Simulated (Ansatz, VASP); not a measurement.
## Yb in VASP and in Ansatz

INCAR

```
ALGO = Normal
EDIFF = 1E-6
ENCUT = 520
GGA = RP
ISIF = 2
ISMEAR = -1
LASPH = True
LCHARG = True
LELF = True
LREAL = False
LVHAR = True
LWAVE = False
NBANDS = 18
NELM = 100
PREC = Accurate
SIGMA = 0.1
```

File KPOINTS:

```
k-points
0
Gamma
  12 12 12
```

The input POSCAR:

```
Yb
1.0
   -2.0845200097      2.0845200097      2.0845200097
    2.0845200097     -2.0845200097      2.0845200097
    2.0845200097      2.0845200097     -2.0845200097
Yb
1
Direct
    0.0000000000      0.0000000000      0.0000000000
```

Input for Ansatz:

```yaml
crystal:
  lattice:
    - [-2.0845200097, 2.0845200097, 2.0845200097]
    - [2.0845200097, -2.0845200097, 2.0845200097]
    - [2.0845200097, 2.0845200097, -2.0845200097]
  atoms:
    - { symbol: Yb, position: [0.0, 0.0, 0.0] }
hamiltonian:
  xc: rpbe
  pseudopotentials:
    kind: paw
    azcp:
      Yb: "pseudopotentials/Yb.paw.azcp"
basis:
  ecutwfc: 420
  fft_grid_basis: typed
kpoints:
  mp_grid: { grid: [12, 12, 12], shift: [0, 0, 0] }
magnetization:
  spin_polarized: false
scf:
  occupations: { method: fermi_dirac, width: 0.1 }
  lower_state_search: "off"
output:
  stress: true
  write_density: true
  write_potential: true
  elf: true
  volumetric_format: npy
```

Alike in both runs: task single point; functional RPBE; k mesh 12 × 12 × 12; occupations fermi-dirac, width 0.1 eV; no spin polarisation.

|  | VASP | Ansatz |
| --- | --- | --- |
| version | VASP 6.6.1 | Ansatz 0.2.0 |
| potentials or method | VASP PAW PBE potentials, release 64 (Yb), cutoff 520 eV | plane waves (420 eV) with PAW, scalar-relativistic |
| valence electrons in the cell | 24 | 24 |

|  | VASP | Ansatz | Ansatz less VASP |
| --- | --- | --- | --- |
| pressure (GPa) | 0.2 | 0.7 | +0.49 |

VASP's potentials were made for PBE, not for RPBE. With one functional, cell and mesh, what is left measures potentials, basis and numerics.

Neither program's run includes spin-orbit coupling.
